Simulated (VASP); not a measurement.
# AgB2 in VASP: a series of runs, part 2 of 2

VASP 6.6.1. Earlier steps stand in the parts before.

## (3) Electric field gradients, PBEsol (7.91 Å³/atom)

This run uses another cell than the first one, of 7.91 Å³/atom.

INCAR reads:

```
PREC = Accurate
ENCUT = 520
EDIFF = 1E-8
ISMEAR = -1
SIGMA = 0.05
LREAL = F
LASPH = T
NELM = 100
ALGO = Normal
ISIF = 2
LWAVE = F
LCHARG = F
GGA = PS
LEFG = T
NBANDS = 16
```

KPOINTS reads:

```
Automatic mesh
0
Gamma
  16 16 13
```

POSCAR reads:

```
AgB2
1.0
    2.9387599332      0.0000000000      0.0000000000
   -1.4693799666      2.5450407578      0.0000000000
    0.0000000000      0.0000000000      3.1738589922
Ag B
1 2
Direct
    0.0000000000      0.0000000000      0.0000000000
    0.3333333333      0.6666666667      0.5000000000
    0.6666666667      0.3333333333      0.5000000000
```

Potentials or basis: VASP PAW PBE potentials, release 64 (Ag, B).

Command:

```bash
$ cat potpaw_PBE.64/Ag/POTCAR potpaw_PBE.64/B/POTCAR > POTCAR
$ mpirun -np 1 vasp_std > vasp.out
```

OUTCAR:

```text
PREC = Accurate
   ENCUT = 520
   EDIFF = 1E-8
   ISMEAR = -1
   LREAL = F
   LASPH = T
   NELM = 100
   ISIF = 2
   GGA = PS

 ion  position               nearest neighbor table
   1  0.000  0.000  0.000-   2 2.32   3 2.32   2 2.32   3 2.32   3 2.32   3 2.32   2 2.32   2 2.32
                             3 2.32   3 2.32   2 2.32   2 2.32
   2  0.333  0.667  0.500-   3 1.70   3 1.70   3 1.70   1 2.32   1 2.32   1 2.32   1 2.32   1 2.32
                             1 2.32
   3  0.667  0.333  0.500-   2 1.70   2 1.70   2 1.70   1 2.32   1 2.32   1 2.32   1 2.32   1 2.32
                             1 2.32

  LATTYP: Found a hexagonal cell.
[... 684 lines left out ...]
---------------------------------------------------------------------
 ion       V_xx      V_yy      V_zz      V_xy      V_xz      V_yz
---------------------------------------------------------------------
   1      38.757    38.756   -77.513    -0.001    -0.000     0.000
   2     -15.571   -15.571    31.142    -0.000     0.000    -0.000
   3     -15.571   -15.571    31.142    -0.000     0.000     0.000
---------------------------------------------------------------------

 Electric field gradients after diagonalization (V/A^2)
 (convention: |V_zz| > |V_xx| > |V_yy|)
----------------------------------------------------------------------
 ion       V_xx      V_yy      V_zz     asymmetry (V_yy - V_xx)/ V_zz
----------------------------------------------------------------------
   1      38.758    38.756   -77.513       0.000
   2     -15.571   -15.571    31.142       0.000
   3     -15.571   -15.571    31.142       0.000
----------------------------------------------------------------------

           NMR quadrupolar parameters

 Cq : quadrupolar parameter    Cq=e*Q*V_zz/h
 eta: asymmetry parameters     (V_yy - V_xx)/ V_zz
 Q  : nuclear electric quadrupole moment in mb (millibarn)
----------------------------------------------------------------------
 ion       Cq(MHz)       eta       Q (mb)
----------------------------------------------------------------------
   1      -0.187       0.000       1.000
   2       0.075       0.000       1.000
   3       0.075       0.000       1.000
----------------------------------------------------------------------
```

Wall time 2.4 min (1 thread of AMD EPYC 7R13, shared host); peak memory 0.17 GiB.

What came out:

```
Free energy                             : -14.2542 eV
Pressure                                : 72.4 GPa
Band gap on the k mesh                  : zero (an odd number of electrons rules out a gap without spin polarisation)
Largest electric field gradient by atom : Ag -77.5; B +31.1 V/Å²
```

Electric field gradients, principal values (V/Å²):
```
atom    least   middle  greatest (by size)
1 Ag   38.756   38.758             -77.513
 2 B  -15.571  -15.571              31.142
 3 B  -15.571  -15.571              31.142
```

Caveat: the stress differs along the axes, from 62 to 93 GPa; without QUAD_EFG the Cq values of the log hold for a quadrupole moment of 1 mb, not for the nuclei; the PAW data sets were made with another functional, which shifts forces and pressure a little.

## (4) Electric field gradients, PBEsol (8.25 Å³/atom)

This run uses another cell than the first one, of 8.25 Å³/atom.

INCAR reads:

```
SYSTEM = AgB2
ALGO = Normal
EDIFF = 1E-8
ENCUT = 520
GGA = PS
ISIF = 2
ISMEAR = -1
LASPH = .TRUE.
LCHARG = .FALSE.
LEFG = .TRUE.
LREAL = .FALSE.
LWAVE = .FALSE.
NBANDS = 16
NELM = 80
PREC = Accurate
SIGMA = 0.05
```

KPOINTS reads:

```
k-points
0
G
  16 16 13
  0 0 0
```

POSCAR reads:

```
AgB2
1.0
    2.9798667946      0.0000000000      0.0000000000
   -1.4899333974      2.5806403441      0.0000000000
    0.0000000000      0.0000000000      3.2182543784
Ag B
1 2
Direct
    0.0000000000      0.0000000000      0.0000000000
    0.3333333333      0.6666666667      0.5000000000
    0.6666666667      0.3333333333      0.5000000000
```

Potentials or basis: VASP PAW PBE potentials, release 64 (Ag, B).

Command:

```bash
$ cat potpaw_PBE.64/Ag/POTCAR potpaw_PBE.64/B/POTCAR > POTCAR
$ mpirun -np 1 vasp_std > vasp.out
```

OUTCAR:

```text
SYSTEM = AgB2
   EDIFF = 1E-8
   ENCUT = 520
   GGA = PS
   ISIF = 2
   ISMEAR = -1
   LASPH = .TRUE.
   LREAL = .FALSE.
   NELM = 80
   PREC = Accurate

 ion  position               nearest neighbor table
   1  0.000  0.000  0.000-   2 2.36   3 2.36   2 2.36   3 2.36   3 2.36   3 2.36   2 2.36   2 2.36
                             3 2.36   3 2.36   2 2.36   2 2.36
   2  0.333  0.667  0.500-   3 1.72   3 1.72   3 1.72   1 2.36   1 2.36   1 2.36   1 2.36   1 2.36
                             1 2.36
   3  0.667  0.333  0.500-   2 1.72   2 1.72   2 1.72   1 2.36   1 2.36   1 2.36   1 2.36   1 2.36
                             1 2.36

  LATTYP: Found a hexagonal cell.
 ALAT       =     2.9798667946
 C/A-ratio  =     1.0799994094

  Lattice vectors:

[... 658 lines left out ...]
  volume of cell :       24.75
      direct lattice vectors                 reciprocal lattice vectors
     2.979866795  0.000000000  0.000000000     0.335585470  0.193750362  0.000000000
    -1.489933397  2.580640344  0.000000000     0.000000000  0.387500723  0.000000000
     0.000000000  0.000000000  3.218254378     0.000000000  0.000000000  0.310727457

 POSITION                                       TOTAL-FORCE (eV/Angst)
 -----------------------------------------------------------------------------------
      0.00000      0.00000      0.00000        -0.000000      0.000000      0.000000
     -0.00000      1.72043      1.60913         0.000000      0.000000      0.000000
      1.48993      0.86021      1.60913        -0.000000     -0.000000      0.000000
 -----------------------------------------------------------------------------------
    total drift:                               -0.000000      0.000000      0.000000

  FREE ENERGIE OF THE ION-ELECTRON SYSTEM (eV)
  ---------------------------------------------------
  free  energy   TOTEN  =       -14.6536666209 eV

  energy  without entropy=      -14.6421796758  energy(sigma->0) =      -14.64792315

 Electric field gradients (V/A^2)
---------------------------------------------------------------------
 ion       V_xx      V_yy      V_zz      V_xy      V_xz      V_yz
---------------------------------------------------------------------
   1      37.215    37.215   -74.430    -0.001    -0.000     0.000
   2     -15.087   -15.087    30.174    -0.000     0.000    -0.000
   3     -15.087   -15.087    30.174    -0.000     0.000    -0.000
---------------------------------------------------------------------

 Electric field gradients after diagonalization (V/A^2)
 (convention: |V_zz| > |V_xx| > |V_yy|)
----------------------------------------------------------------------
 ion       V_xx      V_yy      V_zz     asymmetry (V_yy - V_xx)/ V_zz
----------------------------------------------------------------------
   1      37.216    37.214   -74.430       0.000
   2     -15.087   -15.087    30.174       0.000
   3     -15.087   -15.087    30.174       0.000
----------------------------------------------------------------------

           NMR quadrupolar parameters

 Cq : quadrupolar parameter    Cq=e*Q*V_zz/h
 eta: asymmetry parameters     (V_yy - V_xx)/ V_zz
 Q  : nuclear electric quadrupole moment in mb (millibarn)
----------------------------------------------------------------------
 ion       Cq(MHz)       eta       Q (mb)
----------------------------------------------------------------------
   1      -0.180       0.000       1.000
   2       0.073       0.000       1.000
   3       0.073       0.000       1.000
----------------------------------------------------------------------
```

Wall time 2.1 min (1 thread of AMD EPYC 7R13, shared host); peak memory 0.17 GiB.

What came out:

```yaml
Free_energy: -14.6537 eV
Pressure: 54.6 GPa
Band_gap_on_the_k_mesh: zero (an odd number of electrons rules out a gap without spin polarisation)
Largest_electric_field_gradient_by_atom: Ag -74.4; B +30.2 V/Å²
```

Stress tensor (GPa, compression positive):
```
44.20  0.00  0.00
 0.00 44.20  0.00
 0.00  0.00 75.43
```

Electric field gradients, principal values (V/Å²):
| atom | least | middle | greatest (by size) |
| --- | --- | --- | --- |
| 1 Ag | 37.214 | 37.216 | -74.430 |
| 2 B | -15.087 | -15.087 | 30.174 |
| 3 B | -15.087 | -15.087 | 30.174 |

Caveat: the stress differs along the axes, from 44 to 75 GPa; without QUAD_EFG the Cq values of the log hold for a quadrupole moment of 1 mb, not for the nuclei; the PAW data sets were made with another functional, which shifts forces and pressure a little.

## (5) Summary

| cell | gap on the mesh (eV) | pressure (GPa) |
| --- | --- | --- |
| a = 3.000, b = 3.013, c = 3.240 Å, angles 90.2, 90.6, 120.4°, 3 atoms | none | 46.9 |
| a = 2.939, b = 2.939, c = 3.174 Å, angles 90.0, 90.0, 120.0°, 3 atoms | none | 72.4 |
| a = 2.980, b = 2.980, c = 3.218 Å, angles 90.0, 90.0, 120.0°, 3 atoms | none | 54.6 |

Alike in all rows: task electric field gradients; level PBEsol; potentials or basis VASP PAW PBE potentials, release 64 (Ag, B); no spin polarisation; k mesh 16 × 16 × 13; cutoff (eV) 520; smearing fermi-dirac 0.05 eV.

Caveats: the PAW data sets were made with another functional, which shifts forces and pressure a little; the stress differs along the axes, from 37 to 68 GPa (at least some runs); the stress differs along the axes, from 62 to 93 GPa (at least some runs); the stress differs along the axes, from 44 to 75 GPa (at least some runs).

Total energies depend on the potentials used, so only differences within one code and one set of settings carry meaning.
